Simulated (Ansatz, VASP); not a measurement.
## Two plane-wave programs on Zn5BiO

```
CELL_PARAMETERS angstrom
3.10000 0.00000 0.00000
-1.55000 2.68468 0.00000
0.00000 0.00000 13.00000
ATOMIC_POSITIONS crystal
Zn 0.33333 0.66667 0.94000
Zn 0.00000 0.00000 0.15200
Zn 0.66667 0.33333 0.79500
Zn 0.00000 0.00000 0.64500
Zn 0.33333 0.66667 0.30500
Bi 0.66667 0.33333 0.47500
O 0.00000 0.00000 0.00000
```

Alike in both runs: task relaxation of cell and atoms; functional PBE; k mesh 6 × 6 × 2; occupations gaussian, width 0.2 eV; no spin polarisation.

|  | VASP | Ansatz |
| --- | --- | --- |
| version | VASP 6.6.1 | Ansatz 0.2.0 |
| potentials or method | VASP PAW PBE potentials, release 64 (Zn, Bi_d, O), cutoff 600 eV | scalar-relativistic, plane waves, PAW |
| valence electrons in the cell | 81 | 81 |

Ansatz gave:

```
gap on the k mesh at the Fermi level, each at its own relaxed structure (eV)  : none
relaxed volume (Å³/atom)                                                      : 18.00
relaxed length of the cell vector where the two differ most in proportion (Å) : 3.313
```

Question: Which values does VASP return?

Answer: gap on the k mesh at the Fermi level, each at its own relaxed structure (eV): none; relaxed volume (Å³/atom): 18.10; relaxed length of the cell vector where the two differ most in proportion (Å): 3.322.

A gap of «none» marks a metal or a gap that the smearing closes.

The k mesh is coarse, so the values compare programs but aren't converged. Spin-orbit coupling is off throughout. Noted on VASP's run: the volume moved by over 15 % at a fixed basis, so the end points are rough.
